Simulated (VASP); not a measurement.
# KTaO3 in VASP: further runs, part 2 of 2

VASP 6.6.1.

### Step 4. Electric field gradients, PBE (equal xx and yy strain of -2 %)

The input, INCAR:

```
SYSTEM = KTaO3
  ALGO = Normal
  EDIFF = 1E-8
  ENCUT = 520
  GGA = PE
  GGA_COMPAT = .FALSE.
  ISIF = 2
  ISMEAR = -1
  LASPH = .TRUE.
  LCHARG = .FALSE.
  LEFG = .TRUE.
  LREAL = .FALSE.
  LWAVE = .FALSE.
  NBANDS = 27
  NELM = 120
  PREC = Accurate
  SIGMA = 0.01
```

The input, KPOINTS:

```
k-points
0
G
  5 5 5
  0 0 0
```

The input, POSCAR:

```
KTaO3
1.0
    3.9085340000      0.0000000000      0.0000000000
    0.0000000000      3.9085340000      0.0000000000
    0.0000000000      0.0000000000      3.9883000000
K Ta O
1 1 3
Direct
    0.5000000000      0.5000000000      0.5000000000
    0.0000000000      0.0000000000      0.0000000000
    0.5000000000      0.0000000000      0.0000000000
    0.0000000000      0.5000000000      0.0000000000
    0.0000000000      0.0000000000      0.5000000000
```

Potentials or basis: VASP PAW PBE potentials, release 64 (K_sv, Ta_pv, O).

Started as:

```
> cat potpaw_PBE.64/K_sv/POTCAR potpaw_PBE.64/Ta_pv/POTCAR potpaw_PBE.64/O/POTCAR > POTCAR
> mpirun -np 1 vasp_std > vasp.out
```

OUTCAR:

```text
SYSTEM = KTaO3
   EDIFF = 1E-8
   ENCUT = 520
   GGA = PE
   ISIF = 2
   ISMEAR = -1
   LASPH = .TRUE.
   LREAL = .FALSE.
   NELM = 120
   PREC = Accurate

 ion  position               nearest neighbor table
   1  0.500  0.500  0.500-   5 2.76   5 2.76   5 2.76   5 2.76   4 2.79   3 2.79   4 2.79   3 2.79
                             4 2.79   3 2.79   4 2.79   3 2.79   2 3.41   2 3.41   2 3.41   2 3.41
   2  0.000  0.000  0.000-   3 1.95   4 1.95   4 1.95   3 1.95   5 1.99   5 1.99   1 3.41   1 3.41
                             1 3.41   1 3.41   1 3.41   1 3.41   1 3.41   1 3.41
   3  0.500  0.000  0.000-   2 1.95   2 1.95   1 2.79   1 2.79   1 2.79   1 2.79
   4  0.000  0.500  0.000-   2 1.95   2 1.95   1 2.79   1 2.79   1 2.79   1 2.79
   5  0.000  0.000  0.500-   2 1.99   2 1.99   1 2.76   1 2.76   1 2.76   1 2.76

  LATTYP: Found a simple tetragonal cell.
 ALAT       =     3.9085340000
 C/A-ratio  =     1.0204081633

  Lattice vectors:

 A1 = (   3.9085340000,   0.0000000000,   0.0000000000)
 A2 = (   0.0000000000,   3.9085340000,   0.0000000000)
 A3 = (   0.0000000000,   0.0000000000,   3.9883000000)

Analysis of symmetry for initial positions (statically):
=====================================================================
 Subroutine PRICEL returns:
 Original cell was already a primitive cell.

 Routine SETGRP: Setting up the symmetry group for a
 simple tetragonal supercell.

 Subroutine GETGRP returns: Found 16 space group operations
 (whereof 16 operations were pure point group operations)
 out of a pool of 16 trial point group operations.

The static configuration has the point symmetry D_4h.

Analysis of symmetry for dynamics (positions and initial velocities):
=====================================================================
 Subroutine PRICEL returns:
 Original cell was already a primitive cell.

 Routine SETGRP: Setting up the symmetry group for a
 simple tetragonal supercell.

 Subroutine GETGRP returns: Found 16 space group operations
 (whereof 16 operations were pure point group operations)
 out of a pool of 16 trial point group operations.

The dynamic configuration has the point symmetry D_4h.

 Subroutine INISYM returns: Found 16 space group operations
 (whereof 16 operations are pure point group operations),
 and found     1 'primitive' translations

----------------------------------------------------------------------------------------

                                     Primitive cell

  volume of cell :      60.9278

  direct lattice vectors                    reciprocal lattice vectors
     3.908534000  0.000000000  0.000000000     0.255850403  0.000000000  0.000000000
     0.000000000  3.908534000  0.000000000     0.000000000  0.255850403  0.000000000
     0.000000000  0.000000000  3.988300000     0.000000000  0.000000000  0.250733395

  length of vectors
     3.908534000  3.908534000  3.988300000     0.255850403  0.255850403  0.250733395

  position of ions in fractional coordinates (direct lattice)
     0.500000000  0.500000000  0.500000000
     0.000000000  0.000000000  0.000000000
     0.500000000  0.000000000  0.000000000
[... 90 lines left out ...]
   ISMEAR =    -1;   SIGMA  =   0.01  broadening in eV -4-tet -1-fermi 0-gaus
   EFERMI_NEDOS =   21; number of points for ismear=-14 and -15
   IALGO  =     38    algorithm
   IMIX   =      4    mixing-type and parameters
     AMIX     =   0.40;   BMIX     =  1.00
     AMIX_MAG =   1.60;   BMIX_MAG =  1.00
  volume/ion in A,a.u.               =      12.19        82.23
  Fermi-wavevector in a.u.,A,eV,Ry     =   1.398720  2.643198 26.618683  1.956418
  Thomas-Fermi vector in A             =   2.521850
   LORBIT       =      0    0 simple, 1 ext, 2 COOP (PROOUT), +10 PAW based schemes
   GGA     = PE    functional components
[... 5 lines left out ...]
 non-spin polarized calculation
  energy-cutoff  :      520.00
  volume of cell :       60.93
 maximum number of plane-waves:      1650
 NGX is ok and might be reduce to    30
   NGX = 15   NGY = 15   NGZ = 15

 number of electron      37.9999997 magnetization

 Free energy of the ion-electron system (eV)
  ---------------------------------------------------
  ext. energy  EPLUGINS =         0.00000000
  ---------------------------------------------------
  free energy    TOTEN  =       -40.83132880 eV

  energy without entropy =      -40.83132880  energy(sigma->0) =      -40.83132880

 E-fermi :   2.1904     XC(G=0): -11.0857

 val. band max:        1.9706606574   @ k =   0.4000   0.4000   0.4000
 cond. band min:       4.3339233544   @ k =   0.0000   0.0000   0.0000
 fundamental gap:      2.3632626969
 Fermi energy:         2.1904317078

 k-point     1 :       0.0000    0.0000    0.0000
  band No.  band energies     occupation
      1     -31.8761      2.00000
      2     -31.8761      2.00000
      3     -31.8385      2.00000
      4     -25.2059      2.00000
      5     -15.6420      2.00000
      6     -14.9994      2.00000
[... 529 lines left out ...]
     26      13.6131      0.00000
     27      14.0452      0.00000

------------------------ aborting loop because EDIFF is reached ----------------------------------------

  FORCE on cell =-STRESS in cart. coord.  units (eV):
  Direction    XX          YY          ZZ          XY          YZ          ZX
  --------------------------------------------------------------------------------------
  -------------------------------------------------------------------------------------
  Total        7.1332522      7.1332522      3.7373829      0.0000000      0.0000000      0.0000000
  in kB      187.5782828    187.5782828     98.2794165      0.0000000      0.0000000      0.0000000
  external PRESSURE =     157.8119941 kB  Pullay stress =       0.0000000 kB

 VOLUME and BASIS-vectors are now :
 -----------------------------------------------------------------------------
  energy-cutoff  :      520.00
  volume of cell :       60.93
      direct lattice vectors                 reciprocal lattice vectors
     3.908534000  0.000000000  0.000000000     0.255850403  0.000000000  0.000000000
     0.000000000  3.908534000  0.000000000     0.000000000  0.255850403  0.000000000
     0.000000000  0.000000000  3.988300000     0.000000000  0.000000000  0.250733395

 POSITION                                       TOTAL-FORCE (eV/Angst)
 -----------------------------------------------------------------------------------
      1.95427      1.95427      1.99415         0.000000      0.000000      0.000000
      0.00000      0.00000      0.00000         0.000000      0.000000      0.000000
      1.95427      0.00000      0.00000         0.000000      0.000000      0.000000
      0.00000      1.95427      0.00000         0.000000      0.000000      0.000000
      0.00000      0.00000      1.99415         0.000000      0.000000      0.000000
 -----------------------------------------------------------------------------------
    total drift:                                0.000000     -0.000000      0.000000

  FREE ENERGIE OF THE ION-ELECTRON SYSTEM (eV)
  ---------------------------------------------------
  free  energy   TOTEN  =       -40.8313288015 eV

  energy  without entropy=      -40.8313288015  energy(sigma->0) =      -40.83132880

 Electric field gradients (V/A^2)
---------------------------------------------------------------------
 ion       V_xx      V_yy      V_zz      V_xy      V_xz      V_yz
---------------------------------------------------------------------
   1      -1.190    -1.190     2.380    -0.000     0.000     0.000
   2     -57.571   -57.571   115.143    -0.000    -0.000    -0.000
   3       9.411    -7.412    -1.999     0.000    -0.000     0.000
   4      -7.412     9.411    -1.999    -0.000     0.000    -0.000
   5     -10.978   -10.978    21.957     0.000    -0.000    -0.000
---------------------------------------------------------------------

 Electric field gradients after diagonalization (V/A^2)
 (convention: |V_zz| > |V_xx| > |V_yy|)
----------------------------------------------------------------------
 ion       V_xx      V_yy      V_zz     asymmetry (V_yy - V_xx)/ V_zz
----------------------------------------------------------------------
   1      -1.190    -1.190     2.380       0.000
   2     -57.571   -57.571   115.143       0.000
   3      -7.412    -1.999     9.411       0.575
   4      -7.412    -1.999     9.411       0.575
   5     -10.978   -10.978    21.957       0.000
----------------------------------------------------------------------

           NMR quadrupolar parameters

 Cq : quadrupolar parameter    Cq=e*Q*V_zz/h
 eta: asymmetry parameters     (V_yy - V_xx)/ V_zz
 Q  : nuclear electric quadrupole moment in mb (millibarn)
----------------------------------------------------------------------
 ion       Cq(MHz)       eta       Q (mb)
----------------------------------------------------------------------
   1       0.006       0.000       1.000
   2       0.278       0.000       1.000
   3       0.023       0.575       1.000
   4       0.023       0.575       1.000
   5       0.053       0.000       1.000
----------------------------------------------------------------------
```

OSZICAR:

```text
N       E                     dE             d eps       ncg     rms          rms(c)
DAV:   1     0.325663081539E+03    0.32566E+03   -0.21111E+04   972   0.143E+03
DAV:   2    -0.301986317433E+02   -0.35586E+03   -0.34586E+03  1157   0.408E+02
DAV:   3    -0.484526201026E+02   -0.18254E+02   -0.18172E+02  1271   0.906E+01
DAV:   4    -0.492594335115E+02   -0.80681E+00   -0.80552E+00  1693   0.114E+01
DAV:   5    -0.492632943006E+02   -0.38608E-02   -0.38605E-02  1198   0.822E-01    0.369E+01
DAV:   6    -0.410036567444E+02    0.82596E+01   -0.32952E+01  1118   0.403E+01    0.142E+01
DAV:   7    -0.408900379910E+02    0.11362E+00   -0.15713E+00  1295   0.814E+00    0.100E+01
DAV:   8    -0.408487187287E+02    0.41319E-01   -0.34087E-01  1179   0.491E+00    0.317E+00
DAV:   9    -0.408322318626E+02    0.16487E-01   -0.32725E-02  1205   0.139E+00    0.433E-01
DAV:  10    -0.408312884353E+02    0.94343E-03   -0.10485E-02  1383   0.668E-01    0.579E-02
DAV:  11    -0.408313002634E+02   -0.11828E-04   -0.52193E-04  1312   0.155E-01    0.322E-02
DAV:  12    -0.408313236160E+02   -0.23353E-04   -0.42339E-05  1350   0.507E-02    0.110E-02
DAV:  13    -0.408313290682E+02   -0.54522E-05   -0.57070E-06  1307   0.169E-02    0.516E-03
DAV:  14    -0.408313289581E+02    0.11014E-06   -0.56680E-07  1317   0.554E-03    0.245E-03
DAV:  15    -0.408313288175E+02    0.14052E-06   -0.86048E-08  1213   0.192E-03    0.481E-04
DAV:  16    -0.408313288019E+02    0.15657E-07   -0.11794E-08   937   0.749E-04    0.302E-04
DAV:  17    -0.408313288015E+02    0.39063E-09   -0.18378E-09   728   0.294E-04
   1 F= -.40831329E+02 E0= -.40831329E+02  d E =-.853462E-11
```

stdout:

```text
POSCAR found type information on POSCAR K TaO
 POSCAR found :  3 types and       5 ions
 scaLAPACK will be used
 LDA part: xc-table for (Slater+PW92), standard interpolation
 POSCAR, INCAR and KPOINTS ok, starting setup
 FFT: planning ... GRIDC
 FFT: planning ... GRID_SOFT
 FFT: planning ... GRID
 WAVECAR not read
 entering main loop
ion   1

ion   2

ion   3

ion   4

ion   5
```

It took 36 s on 1 thread of AMD EPYC 9R45 (Zen 5), shared host; peak memory 0.15 GiB.

Results:

```
Free energy            : -40.8313 eV
Pressure               : 15.8 GPa
Band gap on the k mesh : 2.36 eV, indirect (least direct gap 2.83 eV)
```

Electric field gradients, principal values (V/Å²):
```tsv
atom	least	middle	greatest (by size)
1 K	-1.190	-1.190	2.380
2 Ta	-57.571	-57.571	115.143
3 O	-1.999	-7.412	9.411
4 O	-1.999	-7.412	9.411
5 O	-10.978	-10.978	21.957
```

Caveat: the cell differs from its parent crystal (equal xx and yy strain of -2 %); without QUAD_EFG the Cq values of the log hold for a quadrupole moment of 1 mb, not for the nuclei; spin-orbit coupling is left out, which moves the levels of the heavy elements. A k mesh can miss the band edges.
